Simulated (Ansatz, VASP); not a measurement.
# Two plane-wave programs on TiO

INCAR

```
SYSTEM = TiO
ALGO = Normal
EDIFF = 1E-6
ENCUT = 520
GGA = PS
ISIF = 2
ISMEAR = 0
LASPH = .TRUE.
LCHARG = .FALSE.
LREAL = .FALSE.
LWAVE = .FALSE.
NBANDS = 36
NELM = 60
PREC = Accurate
SIGMA = 0.15
```

Contents of KPOINTS:

```
k-points
0
G
  12 12 12
  0 0 0
```

The input POSCAR:

```
TiO
1.0
    4.0335084229      0.0000000000      0.0000000000
    0.0000000000      4.0335084229      0.0000000000
    0.0000000000      0.0000000000      4.0335084229
Ti O
3 3
Direct
    0.5000000000      0.5000000000      0.0000000000
    0.0000000000      0.5000000000      0.5000000000
    0.5000000000      0.0000000000      0.5000000000
   -0.0185942341      0.5000000000      0.0000000000
    0.4814057659      0.0000000000      0.0000000000
   -0.0185942341      0.0000000000      0.5000000000
```

Input for Ansatz:

```yaml
crystal:
  lattice:
    - [4.0335084229, 0.0, 0.0]
    - [0.0, 4.0335084229, 0.0]
    - [0.0, 0.0, 4.0335084229]
  atoms:
    - { symbol: Ti, position: [0.5, 0.5, 0.0] }
    - { symbol: Ti, position: [0.0, 0.5, 0.5] }
    - { symbol: Ti, position: [0.5, 0.0, 0.5] }
    - { symbol: O, position: [-0.0185942341, 0.5, 0.0] }
    - { symbol: O, position: [0.4814057659, 0.0, 0.0] }
    - { symbol: O, position: [-0.0185942341, 0.0, 0.5] }
basis:
  ecutwfc: 420
kpoints:
  mp_grid: { grid: [12, 12, 12] }
hamiltonian:
  xc: pbesol
scf:
  occupations: { method: gaussian, width: 0.15 }
output:
  forces: true
  stress: true
  eigenvalues: true
```

Change from the starting cell: all O atoms moved +0.075 Å, as atom 4 towards its neighbour atom 1 (Ti) at 2.017 Å.

Alike in both runs: task single point; functional PBEsol; k mesh 12 × 12 × 12; occupations gaussian, width 0.15 eV; no spin polarisation.

```csv
,VASP,Ansatz
version,VASP 6.6.1,Ansatz 0.2.0
potentials or method,"VASP PAW PBE potentials, release 64 (Ti_sv, O), cutoff 520 eV","scalar-relativistic, plane waves, PAW"
valence electrons in the cell,54,54
```

VASP gave:

| Item | Value |
| --- | --- |
| gap on the k mesh at the Fermi level (eV) | none |
| pressure (GPa) | 1.2 |
| traceless stress, the component that is largest in VASP (GPa) | 0.68 |
| rms of the force components (eV/Å) | 0.407 |

Problem. What did Ansatz give for the same quantities?

Solution. gap on the k mesh at the Fermi level (eV): none; pressure (GPa): 0.7; traceless stress, the component that is largest in VASP (GPa): 0.64; rms of the force components (eV/Å): 0.398.

VASP's potentials were made for PBE, not for PBEsol. Atom by atom the forces differ by 0.010 eV/Å (rms over components). A gap of «none» marks a metal or a gap that the smearing closes.
